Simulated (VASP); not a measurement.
A run of VASP 6.6.1:

Contents of INCAR:

```
SYSTEM = C
PREC = Accurate ; ENCUT = 520
EDIFF = 1E-6 ; ISMEAR = -1
SIGMA = 0.1 ; LREAL = .False.
LASPH = .True. ; NELM = 60
ALGO = Normal ; ISIF = 2
LWAVE = .False. ; LCHARG = .False.
GGA = RP ; NBANDS = 8
```

File KPOINTS:

```
Automatic mesh
0
Gamma
  21 21 21
  0 0 0
```

Contents of POSCAR:

```
C
1.0
   -1.1952113087      1.1952113087      1.1952113087
    1.1952113087     -1.1952113087      1.1952113087
    1.1952113087      1.1952113087     -1.1952113087
C
1
Direct
    0.0000000000      0.0000000000      0.0000000000
```

Potentials or basis: VASP PAW PBE potentials, release 64 (C).

Command:

```console
$ cat potpaw_PBE.64/C/POTCAR > POTCAR
$ mpirun -np 1 vasp_std > vasp.out
```

Hardware: 1 thread of Intel(R) Xeon(R) Platinum 8559C (Emerald Rapids) (shared host).

Task: How long does it take, and how much memory?

Result: It took 4 s on 1 thread of Intel(R) Xeon(R) Platinum 8559C (Emerald Rapids), on a shared host, peak memory 0.11 GiB. Counts: scf iterations 9, k points 286.
